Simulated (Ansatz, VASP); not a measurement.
CdTe: VASP beside Ansatz

INCAR

```
SYSTEM = CdTe
ALGO     = Normal         ! electronic algorithm
EDIFF    = 1E-6           ! SCF threshold, eV
ENCUT    = 520            ! plane-wave cutoff, eV
GGA      = PS             ! functional
GGA_COMPAT= .FALSE.      
ISIF     = 2              ! what is computed and relaxed
ISMEAR   = 0              ! smearing method
LASPH    = .TRUE.         ! aspherical terms in the spheres
LCHARG   = .TRUE.         ! write CHGCAR
LORBIT   = 11             ! projections on sites
LORBMOM  = .TRUE.       
LREAL    = .FALSE.        ! projectors in reciprocal space
LSORBIT  = .TRUE.         ! spin-orbit coupling
LVHAR    = .TRUE.       
LWAVE    = .FALSE.        ! write WAVECAR
MAGMOM   = 0 0 0 0 0 0    ! initial moments
NBANDS   = 30             ! bands
NELM     = 150            ! most SCF steps
PREC     = Accurate       ! precision mode
SIGMA    = 0.01           ! smearing width, eV
```

KPOINTS

```
k-points
0
G
  6 6 6
  0 0 0
```

The input POSCAR:

```
CdTe
1.0
    3.2771516875      3.2771516875      0.0000000000
   -3.2771516875      3.2771516875      0.0000000000
    0.0000000000      3.2771516875      3.2043853602
Cd Te
1 1
Direct
    0.0000000000      0.0000000000      0.0000000000
    0.7500000000      0.2500000000      0.5000000000
```

Input for Ansatz:

```yaml
crystal:
  lattice:
    - [3.27715168746, 3.27715168746, 0.0]
    - [-3.27715168746, 3.27715168746, 0.0]
    - [0.0, 3.27715168746, 3.20438536019]
  atoms:
    - { symbol: Cd, position: [0.0, 0.0, 0.0] }
    - { symbol: Te, position: [0.75, 0.25, 0.5] }
kpoints:
  mp_grid: { grid: [6, 6, 6] }
scf:
  occupations: { method: fixed }
  convergence: { dr2_threshold: 1.0e-10 }
hamiltonian:
  xc: pbesol
  pseudopotentials: { kind: all_electron, lapw: { basis_error: 0.0005 } }
magnetization:
  noncollinear: true
  spin_orbit: true
output:
  forces: true
  stress: true
  eigenstates:
    kpoints:
      - [0.0, 0.0, 0.0]
      - [-0.5, -0.5, -0.5]
      - [-0.5, 0.5, 0.0]
      - [0.0, 0.0, -0.5]
      - [0.0, -0.5, -0.5]
      - [0.0, 0.5, 0.0]
      - [-0.5, 0.0, 0.0]
      - [-0.5, 0.0, -0.5]
  eigenvalues: true
```

Change from the starting cell: film at in-plane strain +0.01.

Alike in both runs: task single point; functional PBEsol; k mesh 6 × 6 × 6; non-collinear spin, spin-orbit coupling.

|  | VASP | Ansatz |
| --- | --- | --- |
| version | VASP 6.6.1 | Ansatz 0.2.0 |
| potentials or method | VASP PAW PBE potentials, release 64 (Cd, Te), cutoff 520 eV | all-electron LAPW |
| occupations | gaussian, width 0.01 eV | fixed |

```csv
,VASP,Ansatz,Ansatz less VASP
pressure (GPa),-0.1,-0.3,-0.17
"traceless stress, the component that is largest in VASP (GPa)",0.25,0.25,+0.002
```

VASP's potentials were made for PBE, not for PBEsol. Ansatz ran all-electron here, and VASP with PAW potentials.
